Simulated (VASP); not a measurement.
# Pt: single point with PBE

Crystal: Pt.

```xyz
4
Lattice="1.3653 -5.0194 0.0000 1.3653 5.0194 0.0000 0.0000 0.0000 4.7476" Properties=species:S:1:pos:R:3 pbc="T T T"
Pt    1.3653    3.7092    4.7476
Pt    1.3653   -1.3102    2.3738
Pt    1.3653   -3.7092    0.0000
Pt    1.3653    1.3102    2.3738
```

```
Program                : VASP 6.6.1
Task                   : single point
Functional             : PBE
Potentials or basis    : VASP PAW PBE potentials, release 64 (Pt)
Cutoff                 : 520 eV
k mesh                 : 6 × 6 × 4
Occupations            : gaussian, width 0.1 eV
Spin                   : no spin polarisation
Dipole correction      : no
Further INCAR settings : ALGO = Normal; EDIFF = 1e-06; NBANDS = 28
```

| Property | Result |
| --- | --- |
| Pressure | -0.6 GPa |
| Band gap on the k mesh | zero (band 20 reaches 10.49 eV, above the bottom of band 21 at 8.60 eV) |

Forces in eV/Å, atoms in the order of the input:
```
Pt   0.000  0.003  0.000
Pt   0.000  0.003  0.000
Pt   0.000 -0.003  0.000
Pt   0.000 -0.003  0.000
```

Stress tensor (GPa, compression positive):
```
-0.55  0.00  0.00
 0.00 -0.67  0.00
 0.00  0.00 -0.49
```

Levels at points of the mesh, in eV from the Fermi level:
| k point | band 17 | band 18 | band 19 | band 20 | band 21 | band 22 | band 23 | band 24 |
| --- | --- | --- | --- | --- | --- | --- | --- | --- |
| (0.00, 0.00, 0.00) | -0.95 | -0.84 | -0.41 | -0.17 | 0.43 | 0.52 | 0.92 | 4.26 |
| (0.50, 0.00, 0.00) | -1.33 | -1.33 | 0.08 | 0.08 | 2.40 | 2.40 | 4.49 | 4.49 |
| (0.50, 0.50, 0.00) | -1.20 | -0.74 | -0.17 | 0.27 | 0.34 | 0.62 | 2.79 | 3.42 |
| (0.00, 0.00, 0.50) | -1.57 | -1.57 | -1.10 | -1.10 | -1.07 | -1.07 | 3.14 | 3.14 |
| (0.50, 0.00, 0.50) | 0.44 | 0.44 | 0.53 | 0.53 | 2.07 | 2.07 | 3.15 | 3.15 |
| (0.50, 0.50, 0.50) | -1.47 | -1.47 | -1.37 | -1.37 | -1.35 | -1.35 | 0.05 | 0.05 |

Run time: 27 s on 1 thread of Intel(R) Xeon(R) 6975P-C (Granite Rapids), with other jobs on the host, peak memory 0.24 GiB.

Caveat: the k points lie up to 0.40 Å⁻¹ apart; spin-orbit coupling is left out, which moves the levels of the heavy elements.
